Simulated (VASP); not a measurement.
# In (I4/mmm) in VASP: a series of runs

The runs below take In through single point, with LDA.

Program: VASP 6.6.1. These are calculated values, not measurements. Logs are shortened: lines on timing, memory, paths and dates and some standing lists are left out, and cuts for length are marked.

## 1. The cell of the first run

It takes space group I4/mmm (No. 139, tetragonal). Conventional cell: a = 3.151 Å, b = 3.151 Å, c = 4.948 Å, α = 90.00°, β = 90.00°, γ = 90.00°. Within 4.1 Å of In (site symmetry 4/mmm) lie 12 In at 3.15 to 3.33 Å.

## 2. Single point, LDA

The input, INCAR:

```
SYSTEM = In
ALGO = Fast ; EDIFF = 1E-7
ENCUT = 520 ; ISIF = 2
ISMEAR = 0 ; LASPH = .True.
LCHARG = .False. ; LREAL = .False.
LWAVE = .False. ; NBANDS = 12
NELM = 80 ; PREC = Accurate
SIGMA = 0.1
```

The input, KPOINTS:

```
k-points
0
Gamma
  18 18 18
  0 0 0
```

The input, POSCAR:

```
In
1.0
   -1.5752631919      1.5752631919      2.4737924834
    1.5752631919     -1.5752631919      2.4737924834
    1.5752631919      1.5752631919     -2.4737924834
In
1
Direct
    0.0000000000      0.0000000000      0.0000000000
```

Potentials or basis: VASP PAW LDA potentials, release 64 (In_d).

Run with:

```
$ cat potpaw_LDA.64/In_d/POTCAR > POTCAR
$ mpirun -np 1 vasp_std > vasp.out
```

OUTCAR:

```text
SYSTEM = In
   EDIFF = 1E-7
   ENCUT = 520
   ISIF = 2
   ISMEAR = 0
   LASPH = .True.
   LREAL = .False.
   NELM = 80
   PREC = Accurate

 ion  position               nearest neighbor table
   1  0.000  0.000  0.000-

  LATTYP: Found a body centered tetragonal cell.
 ALAT       =     3.1505263838
 C/A-ratio  =     1.5703994711

  Lattice vectors:

 A1 = (  -1.5752631919,   1.5752631919,   2.4737924834)
 A2 = (   1.5752631919,  -1.5752631919,   2.4737924834)
 A3 = (   1.5752631919,   1.5752631919,  -2.4737924834)

Analysis of symmetry for initial positions (statically):
=====================================================================
 Subroutine PRICEL returns:
 Original cell was already a primitive cell.

 Routine SETGRP: Setting up the symmetry group for a
 body centered tetragonal supercell.

 Subroutine GETGRP returns: Found 16 space group operations
 (whereof 16 operations were pure point group operations)
 out of a pool of 16 trial point group operations.

The static configuration has the point symmetry D_4h.

Analysis of symmetry for dynamics (positions and initial velocities):
=====================================================================
 Subroutine PRICEL returns:
 Original cell was already a primitive cell.

 Routine SETGRP: Setting up the symmetry group for a
 body centered tetragonal supercell.

 Subroutine GETGRP returns: Found 16 space group operations
 (whereof 16 operations were pure point group operations)
 out of a pool of 16 trial point group operations.

The dynamic configuration has the point symmetry D_4h.

 Subroutine INISYM returns: Found 16 space group operations
 (whereof 16 operations are pure point group operations),
 and found     1 'primitive' translations

----------------------------------------------------------------------------------------

                                     Primitive cell

  volume of cell :      24.5544

  direct lattice vectors                    reciprocal lattice vectors
    -1.575263192  1.575263192  2.473792483     0.000000000  0.317407277  0.202118813
     1.575263192 -1.575263192  2.473792483     0.317407277  0.000000000  0.202118813
     1.575263192  1.575263192 -2.473792483     0.317407277  0.317407277  0.000000000

  length of vectors
     3.329047536  3.329047536  3.329047536     0.376296949  0.376296949  0.448881676

  position of ions in fractional coordinates (direct lattice)
     0.000000000  0.000000000  0.000000000

[... 84 lines left out ...]
   TEBEG  =    0.0;   TEEND  =   0.0 temperature during run
   PSTRESS=    0.0 pullay stress
   NELECT =      13.0000    total number of electrons
   NUPDOWN=      -1.0000    fix difference up-down
   EMIN   =  10.00;   EMAX   =-10.00  energy-range for DOS
   EFERMI =   0.00;   METHOD = LEGACY
   ISMEAR =     0;   SIGMA  =   0.10  broadening in eV -4-tet -1-fermi 0-gaus
   EFERMI_NEDOS =   21; number of points for ismear=-14 and -15
   IALGO  =     68    algorithm
   IMIX   =      4    mixing-type and parameters
     AMIX     =   0.40;   BMIX     =  1.00
     AMIX_MAG =   1.60;   BMIX_MAG =  1.00
  volume/ion in A,a.u.               =      24.55       165.70
  Fermi-wavevector in a.u.,A,eV,Ry     =   1.324381  2.502716 23.864397  1.753984
  Thomas-Fermi vector in A             =   2.453919
   LORBIT       =      0    0 simple, 1 ext, 2 COOP (PROOUT), +10 PAW based schemes
   GGA     = CA    functional components
   LHFCALC =     F    Hartree Fock is set to
   AEXX    =    0.0000 exact exchange contribution
   IVDW    =     0    specifies the selected vdW correction
   LEPSILON=     F    determine dielectric tensor
   LRPA    =     F    only Hartree local field effects (RPA)
 non-spin polarized calculation
 RMM-DIIS sequential band-by-band and
 Gauss-broadening in eV      SIGMA  =   0.10
  energy-cutoff  :      520.00
  volume of cell :       24.55
 maximum number of plane-waves:       678
 NGX is ok and might be reduce to    28
   NGX = 13   NGY = 13   NGZ = 13

 number of electron      12.9999998 magnetization

 Free energy of the ion-electron system (eV)
  ---------------------------------------------------
  ext. energy  EPLUGINS =         0.00000000
  ---------------------------------------------------
  free energy    TOTEN  =        -3.21907742 eV

  energy without entropy =       -3.21728769  energy(sigma->0) =       -3.21818255

 E-fermi :   7.9661     XC(G=0): -10.8323

 val. band max:        7.9374796628   @ k =   0.3333   0.3333   0.0000
 cond. band min:       7.9760364559   @ k =   0.2778   0.2778   0.1111
 fundamental gap:      0.0385567931
 Fermi energy:         7.9661093587

 k-point     1 :       0.0000    0.0000    0.0000
  band No.  band energies     occupation
      1      -6.7940      2.00000
      2      -6.6080      2.00000
      3      -6.6080      2.00000
      4      -6.5590      2.00000
      5      -6.3809      2.00000
      6      -2.0546      2.00000
      7      18.9667      0.00000
      8      18.9667      0.00000
      9      19.2082      0.00000
     10      19.8366      0.00000
     11      22.6088      0.00000
     12      22.7116      0.00000
[... 331 lines left out ...]
 k-point    24 :      -0.2222    0.0556    0.0000
  band No.  band energies     occupation
      1      -6.7175      2.00000
      2      -6.6560      2.00000
      3      -6.5567      2.00000
      4      -6.4850      2.00000
      5      -6.4135      2.00000
      6      -0.9922      2.00000
      7      12.8567      0.00000
      8      16.6016      0.00000
      9      18.0572      0.00000
     10      20.3017      0.00000
     11      21.5088      0.00000
     12      22.6623      0.00000

 [... further k-points ...]

------------------------ aborting loop because EDIFF is reached ----------------------------------------

  FORCE on cell =-STRESS in cart. coord.  units (eV):
  Direction    XX          YY          ZZ          XY          YZ          ZX
  --------------------------------------------------------------------------------------
  -------------------------------------------------------------------------------------
  Total        0.0140028      0.0140028      0.0066481      0.0000000      0.0000000      0.0000000
  in kB        0.9136860      0.9136860      0.4337880      0.0000000      0.0000000      0.0000000
  external PRESSURE =       0.7537200 kB  Pullay stress =       0.0000000 kB

 VOLUME and BASIS-vectors are now :
 -----------------------------------------------------------------------------
  energy-cutoff  :      520.00
  volume of cell :       24.55
      direct lattice vectors                 reciprocal lattice vectors
    -1.575263192  1.575263192  2.473792483     0.000000000  0.317407277  0.202118813
     1.575263192 -1.575263192  2.473792483     0.317407277  0.000000000  0.202118813
     1.575263192  1.575263192 -2.473792483     0.317407277  0.317407277  0.000000000

 POSITION                                       TOTAL-FORCE (eV/Angst)
 -----------------------------------------------------------------------------------
      0.00000      0.00000      0.00000         0.000000      0.000000      0.000000
 -----------------------------------------------------------------------------------
    total drift:                                0.000000     -0.000000     -0.000000

  FREE ENERGIE OF THE ION-ELECTRON SYSTEM (eV)
  ---------------------------------------------------
  free  energy   TOTEN  =        -3.2190774165 eV

  energy  without entropy=       -3.2172876854  energy(sigma->0) =       -3.21818255
```

Wall time 1.9 min (1 thread of Intel Xeon Platinum 8559C (Emerald Rapids), shared host); peak memory 0.25 GiB.

What came out:

| Item | Value |
| --- | --- |
| Free energy | -3.2191 eV |
| Pressure | 0.1 GPa |
| Band gap on the k mesh | zero (an odd number of electrons rules out a gap without spin polarisation) |

Levels at points of the mesh, in eV from the Fermi level:
```csv
k point,band 4,band 5,band 6,band 7,band 8,band 9
"(0.00, 0.00, 0.00)",-14.53,-14.35,-10.02,11.00,11.00,11.24
"(0.50, 0.00, 0.00)",-14.28,-14.21,-4.38,-3.63,7.37,9.89
"(0.50, 0.50, 0.00)",-14.27,-14.12,-2.03,-1.36,3.39,4.01
"(0.50, 0.50, 0.50)",-14.22,-14.22,-3.30,-3.08,5.17,5.17
```

Caveat: spin-orbit coupling is left out, which moves the levels of the heavy elements.

## 3. Single point, LDA

The input, INCAR:

```
SYSTEM = In
PREC = Accurate ; ENCUT = 520
EDIFF = 1E-6 ; ISMEAR = 0
SIGMA = 0.15 ; LREAL = .False.
LASPH = .True. ; NELM = 100
ALGO = Fast ; ISIF = 2
LWAVE = .False. ; LCHARG = .False.
NBANDS = 12
```

The input, KPOINTS:

```
regular mesh
0
Gamma
  20 20 20
  0 0 0
```

POSCAR is that of step 2.

Potentials or basis: VASP PAW LDA potentials, release 64 (In_d).

Run with:

```
$ cat potpaw_LDA.64/In_d/POTCAR > POTCAR
$ mpirun -np 1 vasp_std > vasp.out
```

It took 2.3 min on 1 thread of Intel Xeon Platinum 8559C (Emerald Rapids), shared host; peak memory 0.29 GiB.

The run converged. Its results:

| Item | Value |
| --- | --- |
| Free energy | -3.2190 eV |
| Pressure | 0.2 GPa |
| Band gap on the k mesh | zero (an odd number of electrons rules out a gap without spin polarisation) |

Stress tensor (GPa, compression positive):
```
0.13 0.00 0.00
0.00 0.13 0.00
0.00 0.00 0.37
```

Levels at points of the mesh, in eV from the Fermi level:
```
           k point  band 2  band 3  band 4  band 5  band 6  band 7  band 8  band 9  band 10  band 11
(0.00, 0.00, 0.00)  -14.58  -14.58  -14.53  -14.35  -10.03   11.00   11.00   11.24    11.87    14.64
(0.50, 0.00, 0.00)  -14.71  -14.56  -14.28  -14.22   -4.38   -3.63    7.36    9.88    11.45    11.57
(0.50, 0.50, 0.00)  -14.81  -14.27  -14.27  -14.12   -2.03   -1.37    3.38    4.01     7.28     7.61
(0.50, 0.50, 0.50)  -14.80  -14.25  -14.22  -14.22   -3.30   -3.09    5.16    5.16     8.87     9.03
```

Caveat: spin-orbit coupling is left out, which moves the levels of the heavy elements.

## 4. Single point, LDA

The input, INCAR:

```
PREC = Accurate ; ENCUT = 520
EDIFF = 1E-7 ; ISMEAR = 0
SIGMA = 0.15 ; LREAL = F
LASPH = T ; NELM = 80
ALGO = Fast ; ISIF = 2
LWAVE = F ; LCHARG = F
GGA = CA ; NBANDS = 12
```

The input, KPOINTS:

```
regular mesh
0
Gamma
  22 22 22
```

POSCAR is that of step 3.

Run with:

```
$ cat potpaw_LDA.64/In_d/POTCAR > POTCAR
$ mpirun -np 1 vasp_std > vasp.out
```

Wall time 3.5 min (1 thread of Intel Xeon Platinum 8559C (Emerald Rapids), shared host); peak memory 0.33 GiB.

Results (log left out):

```
Free energy            : -3.2201 eV
Pressure               : 0.2 GPa
Band gap on the k mesh : zero (an odd number of electrons rules out a gap without spin polarisation)
```

Stress tensor (GPa, compression positive):
```
0.22 0.00 0.00
0.00 0.22 0.00
0.00 0.00 0.05
```

Levels at points of the mesh, in eV from the Fermi level:
```tsv
k point	band 4	band 5	band 6	band 7	band 8	band 9
(0.00, 0.00, 0.00)	-14.51	-14.33	-10.01	11.02	11.02	11.26
(0.50, 0.00, 0.00)	-14.26	-14.20	-4.36	-3.61	7.38	9.90
(0.50, 0.50, 0.00)	-14.25	-14.10	-2.01	-1.35	3.40	4.03
(0.50, 0.50, 0.50)	-14.20	-14.20	-3.28	-3.07	5.18	5.18
```

Caveat: spin-orbit coupling is left out, which moves the levels of the heavy elements.

## 5. Summary

| k mesh | smearing | further INCAR settings | gap on the mesh (eV) | pressure (GPa) |
| --- | --- | --- | --- | --- |
| 18 × 18 × 18 | gaussian 0.1 eV | ALGO = Fast; EDIFF = 1e-07; NBANDS = 12 | none | 0.1 |
| 20 × 20 × 20 | gaussian 0.15 eV | ALGO = Fast; EDIFF = 1e-06; NBANDS = 12 | none | 0.2 |
| 22 × 22 × 22 | gaussian 0.15 eV | ALGO = Fast; EDIFF = 1e-07; NBANDS = 12 | none | 0.2 |

Alike in all rows: task single point; level LDA; potentials or basis VASP PAW LDA potentials, release 64 (In_d); no spin polarisation; cell as given; cutoff (eV) 520.

Caveats: spin-orbit coupling is left out, which moves the levels of the heavy elements.

Total energies depend on the potentials used, so only differences within one code and one set of settings carry meaning.
